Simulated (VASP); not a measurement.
A run of VASP 6.6.1 is set up as follows.

INCAR

```
SYSTEM = Re
PREC = Accurate ; ENCUT = 520
EDIFF = 1E-6 ; ISMEAR = -1
SIGMA = 0.1 ; LREAL = .False.
LASPH = .True. ; NELM = 100
ALGO = Normal ; ISIF = 2
LWAVE = .False. ; LCHARG = .False.
GGA = PS ; NBANDS = 10
```

The input KPOINTS:

```
regular mesh
0
Gamma
  16 16 16
  0 0 0
```

The input POSCAR:

```
Re
1.0
    2.5017289106      0.0000000000      0.0000000000
    0.0000000000      2.5017289106      0.0000000000
    0.0000000000      0.0000000000      2.5017289106
Re
1
Direct
    0.0000000000      0.0000000000      0.0000000000
```

Potentials or basis: VASP PAW PBE potentials, release 64 (Re).

The run is started by

```sh
$ cat potpaw_PBE.64/Re/POTCAR > POTCAR
$ mpirun -np 1 vasp_std > vasp.out
```

Q: Estimate the band gap on the k mesh.

A: Zero (an odd number of electrons rules out a gap without spin polarisation).

Q: Estimate the pressure.

A: 19.4 GPa.

Caveat: the cell stands under pressure; the PAW data sets were made with another functional, which shifts forces and pressure a little; spin-orbit coupling is left out, which moves the levels of the heavy elements.
